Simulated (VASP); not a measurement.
# TiO2 (Rutile) (P4_2/mnm) in VASP: notebook

The runs below take TiO2 (Rutile) through single point, with PBE.

Program: VASP 6.6.1. These are calculated values, not measurements. Logs are shortened: lines on timing, memory, paths and dates and some standing lists are left out, and cuts for length are marked.

## (1) The cell of the first run

Symmetry: P4_2/mnm, No. 136, tetragonal system. Conventional cell: a = 4.653 Å, b = 4.653 Å, c = 2.996 Å, α = 90.00°, β = 90.00°, γ = 90.00°. Ti (site symmetry mmm) has 6 O at 1.97 to 2.01 Å within 2.6 Å. O (site symmetry m2m) has 3 Ti at 1.97 to 2.01 Å and 1 O at 2.57 Å within 2.6 Å.

## (2) Single point, PBE

INCAR reads:

```
SYSTEM = TiO2
  PREC = Accurate
  ENCUT = 520
  EDIFF = 1E-6
  ISMEAR = 0
  SIGMA = 0.01
  LREAL = .False.
  LASPH = .True.
  NELM = 80
  ALGO = Normal
  ISIF = 2
  LWAVE = .False.
  LCHARG = .True.
  GGA = PE
  LELF = .True.
  LVHAR = .True.
  NBANDS = 33
```

KPOINTS reads:

```
Automatic mesh
0
Gamma
  4 4 6
  0 0 0
```

POSCAR reads:

```
TiO2
1.0
    4.6526306142      0.0000000000      0.0000000000
    0.0000000000      4.6526306142      0.0000000000
    0.0000000000      0.0000000000      2.9963176209
Ti O
2 4
Direct
    0.0000000000      0.0000000000      0.0000000000
    0.5000000000      0.5000000000      0.5000000000
    0.3049600000      0.3049600000      0.0000000000
    0.1950400000      0.8049600000      0.5000000000
    0.6950400000      0.6950400000      0.0000000000
    0.8049600000      0.1950400000      0.5000000000
```

Potentials or basis: VASP PAW PBE potentials, release 64 (Ti_sv, O).

Run with:

```
> cat potpaw_PBE.64/Ti_sv/POTCAR potpaw_PBE.64/O/POTCAR > POTCAR
> mpirun -np 1 vasp_std > vasp.out
```

OUTCAR:

```text
SYSTEM = TiO2
   PREC = Accurate
   ENCUT = 520
   EDIFF = 1E-6
   ISMEAR = 0
   LREAL = .False.
   LASPH = .True.
   NELM = 80
   ISIF = 2
   GGA = PE

 ion  position               nearest neighbor table
   1  0.000  0.000  0.000-   4 1.97   6 1.97   4 1.97   6 1.97   5 2.01   3 2.01
   2  0.500  0.500  0.500-   3 1.97   5 1.97   3 1.97   5 1.97   4 2.01   6 2.01
   3  0.305  0.305  0.000-   2 1.97   2 1.97   1 2.01
   4  0.195  0.805  0.500-   1 1.97   1 1.97   2 2.01
   5  0.695  0.695  0.000-   2 1.97   2 1.97   1 2.01
   6  0.805  0.195  0.500-   1 1.97   1 1.97   2 2.01

  LATTYP: Found a simple tetragonal cell.
 ALAT       =     4.6526306142
 C/A-ratio  =     0.6440050521

  Lattice vectors:

 A1 = (   4.6526306142,   0.0000000000,   0.0000000000)
 A2 = (   0.0000000000,   4.6526306142,   0.0000000000)
 A3 = (   0.0000000000,   0.0000000000,   2.9963176209)

Analysis of symmetry for initial positions (statically):
=====================================================================
 Subroutine PRICEL returns:
 Original cell was already a primitive cell.

 Routine SETGRP: Setting up the symmetry group for a
 simple tetragonal supercell.

 Subroutine GETGRP returns: Found 16 space group operations
 (whereof  8 operations were pure point group operations)
 out of a pool of 16 trial point group operations.

The static configuration has the point symmetry D_2h.
 The point group associated with its full space group is D_4h.

Analysis of symmetry for dynamics (positions and initial velocities):
=====================================================================
 Subroutine PRICEL returns:
 Original cell was already a primitive cell.

 Routine SETGRP: Setting up the symmetry group for a
 simple tetragonal supercell.

 Subroutine GETGRP returns: Found 16 space group operations
 (whereof  8 operations were pure point group operations)
 out of a pool of 16 trial point group operations.

The dynamic configuration has the point symmetry D_2h.
 The point group associated with its full space group is D_4h.

 Subroutine INISYM returns: Found 16 space group operations
 (whereof  8 operations are pure point group operations),
 and found     1 'primitive' translations

----------------------------------------------------------------------------------------

                                     Primitive cell

  volume of cell :      64.8612

  direct lattice vectors                    reciprocal lattice vectors
     4.652630614  0.000000000  0.000000000     0.214932171  0.000000000  0.000000000
     0.000000000  4.652630614  0.000000000     0.000000000  0.214932171  0.000000000
     0.000000000  0.000000000  2.996317621     0.000000000  0.000000000  0.333742989

  length of vectors
     4.652630614  4.652630614  2.996317621     0.214932171  0.214932171  0.333742989

  position of ions in fractional coordinates (direct lattice)
     0.000000000  0.000000000  0.000000000
     0.500000000  0.500000000  0.500000000
     0.304960000  0.304960000  0.000000000
     0.195040000  0.804960000  0.500000000
     0.695040000  0.695040000  0.000000000
     0.804960000  0.195040000  0.500000000

  ion indices of the primitive-cell ions
   primitive index   ion index
                 1           1
                 2           2
                 3           3
                 4           4
                 5           5
                 6           6

----------------------------------------------------------------------------------------

 KPOINTS: Automatic mesh

Automatic generation of k-mesh.
 Grid dimensions read from file:
 generate k-points for:    4    4    6

 Generating k-lattice:

  Cartesian coordinates                     Fractional coordinates (reciprocal lattice)
     0.053733043  0.000000000  0.000000000     0.250000000  0.000000000  0.000000000
     0.000000000  0.053733043  0.000000000     0.000000000  0.250000000  0.000000000
     0.000000000  0.000000000  0.055623832     0.000000000  0.000000000  0.166666667

  Length of vectors
     0.053733043  0.053733043  0.055623832

  Shift w.r.t. Gamma in fractional coordinates (k-lattice)
     0.000000000  0.000000000  0.000000000

 Subroutine IBZKPT returns following result:
 ===========================================

 Found     24 irreducible k-points:

 Following reciprocal coordinates:
            Coordinates               Weight
  0.000000  0.000000  0.000000      1.000000
  0.250000  0.000000  0.000000      4.000000
  0.500000  0.000000  0.000000      2.000000
  0.250000  0.250000  0.000000      4.000000
  0.500000  0.250000  0.000000      4.000000
  0.500000  0.500000  0.000000      1.000000
[... 16 lines left out ...]
  0.500000  0.250000  0.500000      4.000000
  0.500000  0.500000  0.500000      1.000000
   k-points           NKPTS =     24   k-points in BZ     NKDIM =     24   number of bands    NBANDS=     33
   number of dos      NEDOS =    301   number of ions     NIONS =      6
   total plane-waves  NPLWV =  31104
   dimension x,y,z NGX =    36 NGY =   36 NGZ =   24
   dimension x,y,z NGXF=    72 NGYF=   72 NGZF=   48
   ions per type =               2   4
   NGX,Y,Z   is equivalent  to a cutoff of  12.86, 12.86, 13.32 a.u.
   NGXF,Y,Z  is equivalent  to a cutoff of  25.73, 25.73, 26.63 a.u.
 SYSTEM =  TiO2
   PREC   = accura    normal or accurate (medium, high low for compatibility)
   ISTART =      0    job   : 0-new  1-cont  2-samecut
   ICHARG =      2    charge: 1-file 2-atom 10-const
   ISPIN  =      1    spin polarized calculation?
   LNONCOLLINEAR =      F non collinear calculations
   LSORBIT =      F    spin-orbit coupling
   LASPH  =      T    aspherical Exc in radial PAW
   ENCUT  =  520.0 eV  38.22 Ry    6.18 a.u.   8.65  8.65  5.57*2*pi/ulx,y,z
   NELM   =     80;   NELMIN=  2; NELMDL= -5     # of ELM steps
   EDIFF  = 0.1E-05   stopping-criterion for ELM
   LREAL  =      F    real-space projection
   EDIFFG = 0.1E-04   stopping-criterion for IOM
   NSW    =      0    number of steps for IOM
   IBRION =     -1    ionic relax: 0-MD 1-quasi-New 2-CG
   NFREE  =      0    steps in history (QN), initial steepest desc. (CG)
   ISIF   =      2    stress and relaxation
   ISYM   =      2    0-nonsym 1-usesym 2-fastsym
   POTIM  = 0.5000    time-step for ionic-motion
   TEBEG  =    0.0;   TEEND  =   0.0 temperature during run
   PSTRESS=    0.0 pullay stress
   NELECT =      48.0000    total number of electrons
   NUPDOWN=      -1.0000    fix difference up-down
   EMIN   =  10.00;   EMAX   =-10.00  energy-range for DOS
   EFERMI =   0.00;   METHOD = LEGACY
   ISMEAR =     0;   SIGMA  =   0.01  broadening in eV -4-tet -1-fermi 0-gaus
   EFERMI_NEDOS =   21; number of points for ismear=-14 and -15
   IALGO  =     38    algorithm
   IMIX   =      4    mixing-type and parameters
     AMIX     =   0.40;   BMIX     =  1.00
     AMIX_MAG =   1.60;   BMIX_MAG =  1.00
  volume/ion in A,a.u.               =      10.81        72.95
  Fermi-wavevector in a.u.,A,eV,Ry     =   1.480790  2.798288 29.834040  2.192740
  Thomas-Fermi vector in A             =   2.594781
   LORBIT       =      0    0 simple, 1 ext, 2 COOP (PROOUT), +10 PAW based schemes
   GGA     = PE    functional components
   LHFCALC =     F    Hartree Fock is set to
   AEXX    =    0.0000 exact exchange contribution
   IVDW    =     0    specifies the selected vdW correction
   LEPSILON=     F    determine dielectric tensor
   LRPA    =     F    only Hartree local field effects (RPA)
 non-spin polarized calculation
 Gauss-broadening in eV      SIGMA  =   0.01
  energy-cutoff  :      520.00
  volume of cell :       64.86
 maximum number of plane-waves:      1787
 NGX is ok and might be reduce to    36
   NGX = 17   NGY = 17   NGZ = 11

 number of electron      48.0000020 magnetization

 Free energy of the ion-electron system (eV)
  ---------------------------------------------------
  ext. energy  EPLUGINS =         0.00000000
  ---------------------------------------------------
  free energy    TOTEN  =       -53.66648540 eV

  energy without entropy =      -53.66648540  energy(sigma->0) =      -53.66648540

 E-fermi :   4.6245     XC(G=0): -11.2097

 val. band max:        4.4629473211   @ k =   0.0000   0.0000   0.0000
 cond. band min:       6.2377324566   @ k =   0.0000   0.0000   0.0000
 fundamental gap:      1.7747851354
 Fermi energy:         4.6244645099

 k-point     1 :       0.0000    0.0000    0.0000
  band No.  band energies     occupation
      1     -52.5895      2.00000
      2     -52.5756      2.00000
      3     -28.8622      2.00000
      4     -28.8622      2.00000
      5     -28.7210      2.00000
      6     -28.7210      2.00000
[... 25 lines left out ...]
     32      10.7410      0.00000
     33      10.7410      0.00000

 k-point     2 :       0.2500    0.0000    0.0000
  band No.  band energies     occupation
      1     -52.5874      2.00000
      2     -52.5776      2.00000
      3     -28.8464      2.00000
      4     -28.8452      2.00000
      5     -28.7395      2.00000
      6     -28.7383      2.00000
[... 25 lines left out ...]
     32      10.5685      0.00000
     33      10.5997      0.00000

 k-point     3 :       0.5000    0.0000    0.0000
  band No.  band energies     occupation
      1     -52.5825      2.00000
      2     -52.5825      2.00000
      3     -28.8202      2.00000
      4     -28.8202      2.00000
      5     -28.7660      2.00000
      6     -28.7660      2.00000
[... 25 lines left out ...]
     32      10.2097      0.00000
     33      10.4131      0.00000

 k-point     4 :       0.2500    0.2500    0.0000
  band No.  band energies     occupation
      1     -52.5860      2.00000
      2     -52.5790      2.00000
      3     -28.8671      2.00000
      4     -28.8205      2.00000
      5     -28.7657      2.00000
      6     -28.7179      2.00000
[... 25 lines left out ...]
     32      10.4115      0.00000
     33      10.7401      0.00000

 k-point     5 :       0.5000    0.2500    0.0000
  band No.  band energies     occupation
      1     -52.5825      2.00000
      2     -52.5825      2.00000
      3     -28.8521      2.00000
      4     -28.8521      2.00000
      5     -28.7345      2.00000
      6     -28.7345      2.00000
[... 604 lines left out ...]
 k-point    22 :       0.2500    0.2500    0.5000
  band No.  band energies     occupation
      1     -52.5487      2.00000
      2     -52.5487      2.00000
      3     -29.0662      2.00000
      4     -29.0590      2.00000
      5     -28.7368      2.00000
      6     -28.7300      2.00000
[... 25 lines left out ...]
     32       9.9821      0.00000
     33      10.1092      0.00000

 k-point    23 :       0.5000    0.2500    0.5000
  band No.  band energies     occupation
      1     -52.5487      2.00000
      2     -52.5487      2.00000
      3     -29.0625      2.00000
      4     -29.0625      2.00000
      5     -28.7329      2.00000
      6     -28.7329      2.00000
[... 25 lines left out ...]
     32       9.3409      0.00000
     33      10.8584      0.00000

 k-point    24 :       0.5000    0.5000    0.5000
  band No.  band energies     occupation
      1     -52.5487      2.00000
      2     -52.5487      2.00000
      3     -29.0576      2.00000
      4     -29.0576      2.00000
      5     -28.7376      2.00000
      6     -28.7376      2.00000
[... 25 lines left out ...]
     32      10.0442      0.00000
     33      10.0948      0.00000

------------------------ aborting loop because EDIFF is reached ----------------------------------------

  FORCE on cell =-STRESS in cart. coord.  units (eV):
  Direction    XX          YY          ZZ          XY          YZ          ZX
  --------------------------------------------------------------------------------------
  -------------------------------------------------------------------------------------
  Total       -0.8498173     -0.8498173     -1.9696647      0.0000000      0.0000000      0.0000000
  in kB      -20.9918701    -20.9918701    -48.6539253      0.0000000      0.0000000      0.0000000
  external PRESSURE =     -30.2125552 kB  Pullay stress =       0.0000000 kB

 VOLUME and BASIS-vectors are now :
 -----------------------------------------------------------------------------
  energy-cutoff  :      520.00
  volume of cell :       64.86
      direct lattice vectors                 reciprocal lattice vectors
     4.652630614  0.000000000  0.000000000     0.214932171  0.000000000  0.000000000
     0.000000000  4.652630614  0.000000000     0.000000000  0.214932171  0.000000000
     0.000000000  0.000000000  2.996317621     0.000000000  0.000000000  0.333742989

 POSITION                                       TOTAL-FORCE (eV/Angst)
 -----------------------------------------------------------------------------------
      0.00000      0.00000      0.00000         0.000000      0.000000      0.000000
      2.32632      2.32632      1.49816         0.000000      0.000000      0.000000
      1.41887      1.41887      0.00000         0.044647      0.044647     -0.000000
      0.90745      3.74518      1.49816        -0.044647      0.044647      0.000000
      3.23376      3.23376      0.00000        -0.044647     -0.044647      0.000000
      3.74518      0.90745      1.49816         0.044647     -0.044647      0.000000
 -----------------------------------------------------------------------------------
    total drift:                                0.000000      0.000000     -0.000000

  FREE ENERGIE OF THE ION-ELECTRON SYSTEM (eV)
  ---------------------------------------------------
  free  energy   TOTEN  =       -53.6664853991 eV

  energy  without entropy=      -53.6664853991  energy(sigma->0) =      -53.66648540
```

Wall time 50 s (1 thread of Intel Xeon Platinum 8259CL at 2.50GHz (Skylake/Cascade Lake), shared host); peak memory 0.19 GiB.

What came out:

```yaml
Free_energy: -53.6665 eV
Pressure: -3.0 GPa
Largest_force: 0.063 eV/Å
Band_gap_on_the_k_mesh: 1.77 eV, direct
```

Forces on the atoms (eV/Å):
```
Ti   0.000  0.000  0.000
Ti   0.000  0.000  0.000
O    0.045  0.045  0.000
O   -0.045  0.045  0.000
O   -0.045 -0.045  0.000
O    0.045 -0.045  0.000
```

Stress tensor (GPa, compression positive):
```
-2.10  0.00  0.00
 0.00 -2.10  0.00
 0.00  0.00 -4.87
```

Levels at points of the mesh, in eV from the valence-band top:
| k point | band 22 | band 23 | band 24 | band 25 | band 26 | band 27 |
| --- | --- | --- | --- | --- | --- | --- |
| (0.00, 0.00, 0.00) | -0.44 | -0.44 | 0.00 | 1.77 | 2.06 | 2.28 |
| (0.50, 0.00, 0.00) | -1.61 | -0.71 | -0.71 | 2.40 | 2.40 | 2.84 |
| (0.50, 0.50, 0.00) | -1.30 | -1.05 | -1.05 | 1.81 | 1.81 | 2.38 |
| (0.00, 0.00, 0.50) | -2.23 | -1.40 | -1.40 | 2.80 | 2.80 | 2.98 |
| (0.50, 0.00, 0.50) | -1.97 | -0.98 | -0.98 | 1.82 | 1.82 | 3.00 |
| (0.50, 0.50, 0.50) | -1.21 | -0.67 | -0.67 | 2.46 | 2.46 | 3.02 |

## (3) Single point, PBE

This run uses another cell than the first one, of 11.12 Å³/atom, 1.029 times its volume.

INCAR reads:

```
SYSTEM = TiO2
PREC = Accurate
ENCUT = 520
EDIFF = 1E-7
ISMEAR = 0
SIGMA = 0.01
LREAL = .False.
LASPH = .True.
NELM = 80
ALGO = Normal
ISIF = 2
LWAVE = .False.
LCHARG = .False.
GGA = PE
NBANDS = 33
```

KPOINTS is that of step 2.

POSCAR: that of step 2 with these lines changed.

```diff
@@ -2,5 +2,5 @@
 1.0
-    4.6526306142      0.0000000000      0.0000000000
-    0.0000000000      4.6526306142      0.0000000000
-    0.0000000000      0.0000000000      2.9963176209
+    4.6969440490      0.0000000000      0.0000000000
+    0.0000000000      4.6969440490      0.0000000000
+    0.0000000000      0.0000000000      3.0248556967
 Ti O
```

Potentials or basis: VASP PAW PBE potentials, release 64 (Ti_sv, O).

Run with:

```
> cat potpaw_PBE.64/Ti_sv/POTCAR potpaw_PBE.64/O/POTCAR > POTCAR
> mpirun -np 1 vasp_std > vasp.out
```

Wall time 57 s (1 thread of Intel Xeon Platinum 8259CL at 2.50GHz (Skylake/Cascade Lake), shared host); peak memory 0.19 GiB.

The run converged. Its results:

```
Free energy            : -53.5996 eV
Pressure               : -8.7 GPa
Largest force          : 0.188 eV/Å
Band gap on the k mesh : 1.71 eV, direct
```

Forces in eV/Å, atoms in the order of the input:
```
Ti   0.000  0.000  0.000
Ti   0.000  0.000  0.000
O    0.133  0.133  0.000
O   -0.133  0.133  0.000
O   -0.133 -0.133  0.000
O    0.133 -0.133  0.000
```

Stress tensor (GPa, compression positive):
```
 -7.33   0.00   0.00
  0.00  -7.33   0.00
  0.00   0.00 -11.54
```

Levels at points of the mesh, in eV from the valence-band top:
```
           k point  band 22  band 23  band 24  band 25  band 26  band 27
(0.00, 0.00, 0.00)    -0.44    -0.44     0.00     1.71     1.97     2.19
(0.50, 0.00, 0.00)    -1.58    -0.69    -0.69     2.30     2.30     2.72
(0.50, 0.50, 0.00)    -1.29    -1.04    -1.04     1.73     1.73     2.28
(0.00, 0.00, 0.50)    -2.13    -1.38    -1.38     2.69     2.69     2.85
(0.50, 0.00, 0.50)    -1.91    -0.95    -0.95     1.75     1.75     2.87
(0.50, 0.50, 0.50)    -1.17    -0.67    -0.67     2.37     2.37     2.89
```

A k mesh can miss the band edges. A hybrid or GW would open this gap; PBE tends to underestimate it.
